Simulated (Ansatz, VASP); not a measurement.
Zn in VASP and in Ansatz

```xyz
3
Lattice="4.3660 0.0000 0.0000 -2.1830 3.7811 0.0000 0.0000 0.0000 2.6170" Properties=species:S:1:pos:R:3 pbc="T T T"
Zn   -2.1830    3.7811    0.0000
Zn    0.0000    2.5207    1.3085
Zn    2.1830    1.2604    1.3085
```

Alike in both runs: task single point; functional RPBE; k mesh 9 × 9 × 13; occupations fermi-dirac, width 0.1 eV; no spin polarisation.

```csv
,VASP,Ansatz
version,VASP 6.6.1,Ansatz 0.2.0
potentials or method,"VASP PAW PBE potentials, release 64 (Zn), cutoff 520 eV","plane waves (420 eV) with PAW, scalar-relativistic"
valence electrons in the cell,36,36
```

```tsv
	VASP	Ansatz	Ansatz less VASP
pressure (GPa)	9.8	9.4	-0.34
traceless stress, the component that is largest in VASP (GPa)	1.08	1.07	-0.014
```

VASP's potentials were made for PBE, not for RPBE.
